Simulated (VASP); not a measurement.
Here is a VASP 6.6.1 calculation.

The input INCAR:

```
SYSTEM = CsPtS
ALGO     = Normal         ! electronic algorithm
EDIFF    = 1E-6           ! SCF threshold, eV
ENCUT    = 520            ! plane-wave cutoff, eV
GGA      = PE             ! functional
ISIF     = 2              ! what is computed and relaxed
ISMEAR   = 0              ! smearing method
LASPH    = .TRUE.         ! aspherical terms in the spheres
LCHARG   = .TRUE.         ! write CHGCAR
LELF     = .TRUE.         ! ELF
LREAL    = .FALSE.        ! projectors in reciprocal space
LVHAR    = .TRUE.       
LWAVE    = .FALSE.        ! write WAVECAR
NBANDS   = 20             ! bands
NELM     = 100            ! most SCF steps
PREC     = Accurate       ! precision mode
SIGMA    = 0.1            ! smearing width, eV
```

Contents of KPOINTS:

```
k-points
0
G
  6 6 4
  0 0 0
```

POSCAR

```
CsPtS
1.0
    3.5980074138      0.0000000000      0.0000000000
    0.0000000000      3.5980074138      0.0000000000
    0.0000000000      0.0000000000      6.2674615165
Cs Pt S
1 1 1
Direct
    0.0000000000      0.0000000000      0.0000000000
    0.0000000000      0.0000000000      0.5000000000
    0.5000000000      0.5000000000      0.5000000000
```

Potentials or basis: VASP PAW PBE potentials, release 64 (Cs_sv, Pt, S).

Run with:

```bash
$ cat potpaw_PBE.64/Cs_sv/POTCAR potpaw_PBE.64/Pt/POTCAR potpaw_PBE.64/S/POTCAR > POTCAR
$ mpirun -np 1 vasp_std > vasp.out
```

Predict the pressure.

0.1 GPa.

Predict the band gap on the k mesh.

zero (an odd number of electrons rules out a gap without spin polarisation).

Stress tensor (GPa, compression positive):
```
-0.04  0.00  0.00
 0.00 -0.04  0.00
 0.00  0.00  0.50
```

Caveat: spin-orbit coupling is left out, which moves the levels of the heavy elements.
